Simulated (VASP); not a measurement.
The system is CdS.

```
Cd S
1.0
     4.15000    0.00000    0.00000
    -2.07500    3.59401    0.00000
     0.00000    0.00000    6.73700
Cd S
2 2
Cartesian
  2.0750 1.1980 3.3685
  0.0000 2.3960 0.0000
  2.0750 1.1980 5.8949
  0.0000 2.3960 2.5264
```

| Property | Result |
| --- | --- |
| Program | VASP 6.6.1 |
| Task | relaxation of cell and atoms |
| Functional | PBEsol |
| Dispersion | D3(BJ) |
| Potentials or basis | VASP PAW PBE potentials, release 64 (Cd, S) |
| Cutoff | 600 eV |
| k mesh | 7 × 7 × 4 |
| Occupations | fermi-dirac, width 0.05 eV |
| Spin | no spin polarisation |

At the start: pressure -2.4 GPa; volume 25.12 Å³/atom.

Task: How do energy, volume and symmetry change on relaxing?

Result: Over 6 steps the energy falls by 7.7 meV/atom and the volume is 24.17 Å³/atom (-3.8 %); space group P6_3mc (No. 186, to 0.1 Å) before and after.

The path:
```csv
step,energy change (eV),largest force (eV/Å),pressure (GPa),volume (Å³)
1,0.0000,0.0661,-2.36,100.48
2,-0.0262,0.0059,1.01,95.20
3,-0.0306,0.0169,0.01,96.59
4,-0.0306,0.0180,-0.04,96.67
5,-0.0306,0.0019,-0.05,96.69
6,-0.0306,0.0035,-0.05,96.69
```

Final structure:
```yaml
crystal:
  lattice:
    - [4.09133, 0.00000, 0.00000]
    - [-2.04567, 3.54320, 0.00000]
    - [0.00000, 0.00000, 6.66963]
  atoms:
    - { symbol: Cd, position: [0.66667, 0.33333, 0.49956] }
    - { symbol: Cd, position: [0.33333, 0.66667, 0.99956] }
    - { symbol: S, position: [0.66667, 0.33333, 0.87544] }
    - { symbol: S, position: [0.33333, 0.66667, 0.37544] }
```

Caveat: the PAW data sets were made with another functional, which shifts forces and pressure a little.
